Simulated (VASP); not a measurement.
The system is MoS2, a slab with vacuum.

```
CELL_PARAMETERS angstrom
3.14109 0.00000 0.00000
-1.57055 2.72027 0.00000
0.00000 0.00000 17.10032
ATOMIC_POSITIONS crystal
Mo 0.00000 0.00000 0.00000
S 0.33333 0.66667 0.91051
S 0.33333 0.66667 0.08949
```

Base run:

| Item | Value |
| --- | --- |
| Program | VASP 6.6.1 |
| Functional | r2SCAN |
| Potentials or basis | VASP PAW PBE potentials, release 64 (Mo_sv, S) |
| Cutoff | 520 eV |
| k mesh | 10 × 10 × 2 |
| Occupations | fermi-dirac, width 0.05 eV |
| Spin | no spin polarisation |

Its results: band gap on the k mesh 1.95 eV, indirect (least direct gap 2.16 eV); largest force 0.756 eV/Å.

**Question.** The run is repeated on the same cell with these changes: functional from r2SCAN to LDA; potentials or basis from VASP PAW PBE potentials, release 64 (Mo_sv, S) to VASP PAW LDA potentials, release 64 (Mo_sv, S). What comes out?

**Answer.** Band gap on the k mesh 1.85 eV, indirect (least direct gap 2.04 eV); largest force 0.321 eV/Å.

Caveats: the PAW data sets were made with another functional, which shifts forces and pressure a little (some runs).

A k mesh can miss the band edges.
